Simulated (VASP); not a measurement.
Si5C3, 8 atoms in the cell. Symmetry: P-4m2, No. 115, tetragonal system. The conventional cell has a = 3.160 Å, b = 3.160 Å, c = 9.823 Å, α = 90.00°, β = 90.00°, γ = 90.00°. Si (site symmetry 2mm) has 4 C at 1.91 to 1.92 Å within 2.5 Å. Within 2.5 Å of Si (site symmetry 2mm) lie 2 C at 1.89 Å and 2 Si at 2.33 Å. Within 3.2 Å of Si (site symmetry -4m2) lie 8 Si at 2.33 to 3.16 Å. C (site symmetry 2mm) has 4 Si at 1.89 to 1.92 Å within 2.5 Å. C (site symmetry -4m2) has 4 Si at 1.91 Å within 2.5 Å. 

| Quantity | Value |
| --- | --- |
| Program | VASP 6.6.1 |
| Task | relaxation of cell and atoms |
| Functional | PBE |
| Potentials or basis | VASP PAW PBE potentials, release 64 (Si, C) |
| Cutoff | 600 eV |
| k mesh | 10 × 10 × 4 |
| Occupations | gaussian, width 0.1 eV |
| Spin | no spin polarisation |
| Dipole correction | no |
| Further INCAR settings | ALGO = Normal; EDIFF = 1e-06; IBRION = 2; EDIFFG = -0.01; NSW = 100; ISIF = 3 |

Potentials or basis: VASP PAW PBE potentials, release 64 (Si, C).

Launch:

```bash
$ cat potpaw_PBE.64/Si/POTCAR potpaw_PBE.64/C/POTCAR > POTCAR
$ mpirun -np 1 vasp_std > vasp.out
```

Hardware: 1 thread of Intel Xeon 8259CL, on a shared host.

Task: How long does it take, and how much memory?

Result: It took 19 min on 1 thread of Intel Xeon 8259CL (shared host), peak memory 0.32 GiB. Counts: scf iterations 64, k points 63, ion steps 12.
